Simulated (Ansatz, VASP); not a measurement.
**Two plane-wave programs on Na2S**

```xyz
3
Lattice="0.0000 3.1369 3.1369 3.1369 0.0000 3.1369 3.1369 3.1369 0.0000" Properties=species:S:1:pos:R:3 pbc="T T T"
Na    1.5685    1.5685    1.5685
Na    4.7054    4.7054    4.7054
S     0.0000    0.0000    0.0000
```

Alike in both runs: task single point; functional PBE; k mesh 5 × 5 × 5; no spin polarisation.

```csv
,VASP,Ansatz
version,VASP 6.6.1,Ansatz 0.2.0
potentials or method,"VASP PAW PBE potentials, release 64 (Na_pv, S), cutoff 500 eV","plane waves, PAW"
occupations,"gaussian, width 0.01 eV",fixed
valence electrons in the cell,20,24
```

|  | VASP | Ansatz | Ansatz less VASP |
| --- | --- | --- | --- |
| pressure (GPa) | 5.2 | 5.2 | -0.03 |

VASP's potentials hold 20 valence electrons a cell and Ansatz's 24, so a difference there can come from the potentials and not from the codes.
